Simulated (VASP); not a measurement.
Set up this calculation in VASP 6.6.1, as the native input.

* Task: relaxation of cell and atoms
* Functional: revPBE
* Potentials or basis: VASP PAW PBE potentials, release 64 (Sb, Ga_d)
* Cutoff: 600 eV
* k mesh: 6 × 6 × 6
* Occupations: fermi-dirac, width 0.05 eV
* Spin: no spin polarisation
* Dipole correction: no
* Further INCAR settings: ALGO = Normal; EDIFF = 1e-06; IBRION = 2; EDIFFG = -0.01; NSW = 60; ISIF = 3

The structure of GaSb3 lies in POSCAR:

```
GaSb3
1.0
    0.0000000000      3.7305950000      3.7305950000
    3.7305950000      0.0000000000      3.7305950000
    3.7305950000      3.7305950000      0.0000000000
Sb Ga
3 1
Direct
    0.5000000000      0.5000000000      0.5000000000
    0.7500000000      0.7500000000      0.7500000000
    0.2500000000      0.2500000000      0.2500000000
    0.0000000000      0.0000000000      0.0000000000
```

These files were run (other wordings do the same):

INCAR

```
SYSTEM = GaSb3
PREC = Accurate
ENCUT = 600
EDIFF = 1E-6
ISMEAR = -1
SIGMA = 0.05
LREAL = .FALSE.
LASPH = .TRUE.
NELM = 80
ALGO = Normal
ISIF = 3
LWAVE = .FALSE.
LCHARG = .FALSE.
GGA = RE
IBRION = 2
NSW = 60
EDIFFG = -0.01
```

KPOINTS

```
regular mesh
0
G
  6 6 6
  0 0 0
```

Potentials or basis: VASP PAW PBE potentials, release 64 (Sb, Ga_d).

Run with:

```console
$ cat potpaw_PBE.64/Sb/POTCAR potpaw_PBE.64/Ga_d/POTCAR > POTCAR
$ mpirun -np 1 vasp_std > vasp.out
```

Results of the run:

```yaml
Relaxed_volume: 26.12 Å³/atom
Relaxed_cell: a = 5.287 Å, b = 5.287 Å, c = 5.287 Å, α = 60.00°, β = 60.00°, γ = 60.00°
Space_group_after_relaxing_to_0.1_Å: Fm-3m (No. 225)
Energy_gained_by_relaxing: 0.1 meV/atom
Ionic_steps: 2
Pressure_after_relaxing: 0.0 GPa
```

Caveat: the highest band is partly filled, so the run has too few bands; the PAW data sets were made with another functional, which shifts forces and pressure a little.

Wall time 37 s on 1 thread of AMD EPYC 9R45 96-Core Processor (Zen 5) (shared host), peak memory 0.25 GiB.
